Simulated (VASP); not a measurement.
# BiTe (R-3m) in VASP: settings compared, part 2 of 2

VASP 6.6.1. Earlier steps stand in the parts before.

## (3) Single point, HF

The input, POSCAR:

```
BiTe
1.0
    2.4227077728      1.3987509848      3.3172919545
   -2.4227077728      1.3987509848      3.3172919545
    0.0000000000     -2.7975019696      3.3172919545
Bi Te
1 1
Direct
    0.5000000000      0.5000000000      0.5000000000
    0.0000000000      0.0000000000      0.0000000000
```

The input, INCAR.step1:

```
PREC = Accurate ; ENCUT = 400
EDIFF = 1E-5 ; ISMEAR = -1
SIGMA = 0.05 ; LREAL = F
LASPH = T ; NELM = 120
ALGO = Normal ; ISIF = 2
LWAVE = T ; GGA = PE
NBANDS = 18 ; GGA_COMPAT = F
```

The input, INCAR.step2:

```
PREC = Accurate ; ENCUT = 400
EDIFF = 1E-6 ; ISMEAR = -1
SIGMA = 0.05 ; LREAL = F
LASPH = T ; NELM = 120
ALGO = Normal ; ISIF = 2
LWAVE = F ; LCHARG = T
GGA = PE ; LHFCALC = T
AEXX = 1.0 ; ALDAC = 0.0
AGGAC = 0.0 ; PRECFOCK = Normal
LELF = T ; LVHAR = T
ISTART = 1 ; NBANDS = 18
GGA_COMPAT = F
```

The input, KPOINTS:

```
Automatic mesh
0
Gamma
  4 4 4
```

Potentials or basis: VASP PAW PBE potentials, release 64 (Bi_d, Te).

Started as:

```sh
> cat potpaw_PBE.64/Bi_d/POTCAR potpaw_PBE.64/Te/POTCAR > POTCAR
> cp INCAR.step1 INCAR
> mpirun -np 1 vasp_std > vasp.out
> cp INCAR.step2 INCAR
> mpirun -np 1 vasp_std > vasp.out
```

OUTCAR:

```text
PREC = Accurate
   ENCUT = 400
   EDIFF = 1E-6
   ISMEAR = -1
   LREAL = F
   LASPH = T
   NELM = 120
   ISIF = 2
   GGA = PE
   LHFCALC = T
   AEXX = 1.0
   PRECFOCK = Normal
   ISTART = 1

 ion  position               nearest neighbor table
   1  0.500  0.500  0.500-   2 3.25   2 3.25   2 3.25   2 3.25   2 3.25   2 3.25
   2  0.000  0.000  0.000-   1 3.25   1 3.25   1 3.25   1 3.25   1 3.25   1 3.25

  LATTYP: Found a trigonal (rhomboedric) cell.
 ALAT       =     4.3394058558
 COS(alpha) =     0.3765932224

  Lattice vectors:

 A1 = (   2.4227077728,   1.3987509848,   3.3172919545)
 A2 = (  -2.4227077728,   1.3987509848,   3.3172919545)
 A3 = (   0.0000000000,  -2.7975019696,   3.3172919545)

Analysis of symmetry for initial positions (statically):
=====================================================================
 Subroutine PRICEL returns:
 Original cell was already a primitive cell.

 Routine SETGRP: Setting up the symmetry group for a
 trigonal (rhombohedral) supercell.

 Subroutine GETGRP returns: Found 12 space group operations
 (whereof 12 operations were pure point group operations)
 out of a pool of 12 trial point group operations.

The static configuration has the point symmetry D_3d.

Analysis of symmetry for dynamics (positions and initial velocities):
=====================================================================
 Subroutine PRICEL returns:
 Original cell was already a primitive cell.

 Routine SETGRP: Setting up the symmetry group for a
 trigonal (rhombohedral) supercell.

 Subroutine GETGRP returns: Found 12 space group operations
 (whereof 12 operations were pure point group operations)
 out of a pool of 12 trial point group operations.

[... 106 lines left out ...]
   IMIX   =      1    mixing-type and parameters
     AMIX     =   0.40;   BMIX     =  1.00
     AMIX_MAG =   1.60;   BMIX_MAG =  1.00
  volume/ion in A,a.u.               =      33.72       227.58
  Fermi-wavevector in a.u.,A,eV,Ry     =   1.109573  2.096789 16.750837  1.231152
  Thomas-Fermi vector in A             =   2.246114
   LORBIT       =      0    0 simple, 1 ext, 2 COOP (PROOUT), +10 PAW based schemes
   GGA     = PE    functional components
   LHFCALC =     T    Hartree Fock is set to
   PRECFOCK=normal    Normal, Fast or Accurate (Low or Medium for compatibility)
   ENCUT4O =  -1.0   cutoff for four orbital integrals eV
   NKREDX  =     1    reduce k-point grid by
   NKREDY  =     1    reduce k-point grid by
   NKREDZ  =     1    reduce k-point grid by
   AEXX    =    1.0000 exact exchange contribution
   HFSCREEN=    0.0000 screening length (either q_TF or 0.3 A-1)
   HFSCREENC=   0.0000 screening length for correlation (either q_TF or 0.3 A-1)
   ENCUTFOCK=  -1.0 apply spherical cutoff to Coloumb kernel
   IVDW    =     0    specifies the selected vdW correction
   LEPSILON=     F    determine dielectric tensor
   LRPA    =     F    only Hartree local field effects (RPA)
 non-spin polarized calculation
  energy-cutoff  :      400.00
  volume of cell :       67.45
 maximum number of plane-waves:      1240
  NGX = 24; NGY = 24; NGZ = 24

 number of electron      20.9999985 magnetization

 Free energy of the ion-electron system (eV)
  ---------------------------------------------------
  ext. energy  EPLUGINS =         0.00000000
  ---------------------------------------------------
  free energy    TOTEN  =       -16.99186017 eV

  energy without entropy =      -16.98536191  energy(sigma->0) =      -16.98861104

 E-fermi :   7.9950     XC(G=0):   0.0000

 val. band max:        7.9950175388   @ k =  -0.2500   0.2500   0.0000
 cond. band min:       9.2944127513   @ k =  -0.2500   0.2500   0.0000
 fundamental gap:      1.2993952126
 Fermi energy:         7.9950175388

 k-point     1 :       0.0000    0.0000    0.0000
  band No.  band energies     occupation
      1     -26.0129      2.00000
      2     -26.0129      2.00000
      3     -25.9881      2.00000
      4     -25.9881      2.00000
      5     -25.9612      2.00000
      6     -13.2838      2.00000
[... 250 lines left out ...]
      5     -25.9655      2.00000
      6     -10.0782      2.00000
[... 10 lines left out ...]
     17      21.2000      0.00000
     18      22.3032      0.00000

------------------------ aborting loop because EDIFF is reached ----------------------------------------

  FORCE on cell =-STRESS in cart. coord.  units (eV):
  Direction    XX          YY          ZZ          XY          YZ          ZX
  --------------------------------------------------------------------------------------
  -------------------------------------------------------------------------------------
  Total       -0.5222780     -0.5222780      0.1857258      0.0000000     -0.0000000      0.0000000
  in kB      -12.4061180    -12.4061180      4.4117041      0.0000000     -0.0000000      0.0000000
  external PRESSURE =      -6.8001773 kB  Pullay stress =       0.0000000 kB

 VOLUME and BASIS-vectors are now :
 -----------------------------------------------------------------------------
  energy-cutoff  :      400.00
  volume of cell :       67.45
      direct lattice vectors                 reciprocal lattice vectors
     2.422707773  1.398750985  3.317291954     0.206380648  0.119153923  0.100483568
    -2.422707773  1.398750985  3.317291954    -0.206380648  0.119153923  0.100483568
     0.000000000 -2.797501970  3.317291954     0.000000000 -0.238307845  0.100483568

 POSITION                                       TOTAL-FORCE (eV/Angst)
 -----------------------------------------------------------------------------------
      0.00000      0.00000      4.97594        -0.000000      0.000000     -0.000000
      0.00000      0.00000      0.00000         0.000000     -0.000000      0.000000
 -----------------------------------------------------------------------------------
    total drift:                                0.000002     -0.000001      0.000003

  FREE ENERGIE OF THE ION-ELECTRON SYSTEM (eV)
  ---------------------------------------------------
  free  energy   TOTEN  =       -16.9918601653 eV

  energy  without entropy=      -16.9853619105  energy(sigma->0) =      -16.98861104
```

It took 53 min on 1 thread of Oxide Virtual Turin-like, shared host; peak memory 0.14 GiB.

Results:

| Item | Value |
| --- | --- |
| Free energy | -16.9919 eV |
| Pressure | -0.7 GPa |
| Band gap on the k mesh | zero (an odd number of electrons rules out a gap without spin polarisation) |

Caveat: the k points lie up to 0.41 Å⁻¹ apart, too coarse for converged energies and pressures of a metal; the PAW data sets were made with another functional, which shifts forces and pressure a little; spin-orbit coupling is left out, which moves the levels of the heavy elements; an odd number of electrons without spin polarisation forces a metal; a magnetic or distorted state may lie lower.

The gap in the log of VASP goes by the Fermi energy; the results here count the filled bands.